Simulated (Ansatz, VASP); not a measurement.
One calculation of HfO2, two programs

```
Hf O
1.0
     0.00000    2.54914    2.54914
     2.54914    0.00000    2.54914
     2.54914    2.54914    0.00000
Hf O
1 2
Direct
  0.00000 0.00000 0.00000
  0.25000 0.25000 0.25000
  0.75000 0.75000 0.75000
```

Alike in both runs: functional PBE; k mesh 8 × 8 × 8; occupations gaussian, width 0.02 eV; no spin polarisation.

Ansatz relaxed the structure, and its values are those at the end. VASP's run is a single point on that final structure, the one shown.

```csv
,VASP,Ansatz
version,VASP 6.6.1,Ansatz 0.2.0
potentials or method,"VASP PAW PBE potentials, release 64 (Hf_pv, O), cutoff 520 eV","scalar-relativistic, plane waves, PAW"
valence electrons in the cell,22,38
```

VASP gave:

```
gap on the k mesh at the Fermi level (eV) : 3.76
least direct gap on the mesh (eV)         : 3.76
pressure (GPa)                            : -3.7
```

Question: What did Ansatz give for the same quantities?

Answer: gap on the k mesh at the Fermi level (eV): 3.74; least direct gap on the mesh (eV): 3.74; pressure (GPa): -0.1.

VASP's potentials hold 22 valence electrons a cell and Ansatz's 38, so a difference there can come from the potentials and not from the codes.

Neither program's run includes spin-orbit coupling.
